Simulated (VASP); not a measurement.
Runs of VASP 6.6.1 on KI. The structure is that of space group P6_3/mmc (No. 194), or close to it. The cells are those of the table. 

```csv
task,level,potentials or basis,cell,gap on the mesh (eV),pressure (GPa),relaxed volume (Å³/atom)
single point,PBE,"VASP PAW PBE potentials, release 64 (K_sv, I)","a = 4.971, b = 4.971, c = 8.668 Å, angles 90.0, 90.0, 120.0°, 4 atoms",3.78,0.0,-
single point,LDA,"VASP PAW LDA potentials, release 64 (K_sv, I)","a = 4.701, b = 4.701, c = 8.312 Å, angles 90.0, 90.0, 120.0°, 4 atoms",3.76,0.0,-
single point,PBEsol,"VASP PAW PBE potentials, release 64 (K_sv, I)","a = 4.837, b = 4.837, c = 8.518 Å, angles 90.0, 90.0, 120.0°, 4 atoms",3.77,0.0,-
relaxation of cell and atoms,PBEsol,"VASP PAW PBE potentials, release 64 (K_sv, I)","relaxed from a = 4.971, b = 4.971, c = 8.668 Å, angles 90.0, 90.0, 120.0°, 4 atoms",3.77,0.0,43.28
relaxation of cell and atoms,LDA,"VASP PAW LDA potentials, release 64 (K_sv, I)","relaxed from a = 4.971, b = 4.971, c = 8.668 Å, angles 90.0, 90.0, 120.0°, 4 atoms",3.76,0.0,(a)
```

Alike in all rows: no spin polarisation; k mesh 6 × 6 × 4; cutoff (eV) 500; smearing fermi-dirac 0.02 eV.

Task: Estimate the missing entries.

Result: (a) 39.86.

Caveats: spin-orbit coupling is left out, which moves the levels of the heavy elements; the PAW data sets were made with another functional, which shifts forces and pressure a little (at least some runs).

A k mesh can miss the band edges, and the runs leave out spin-orbit coupling on I.
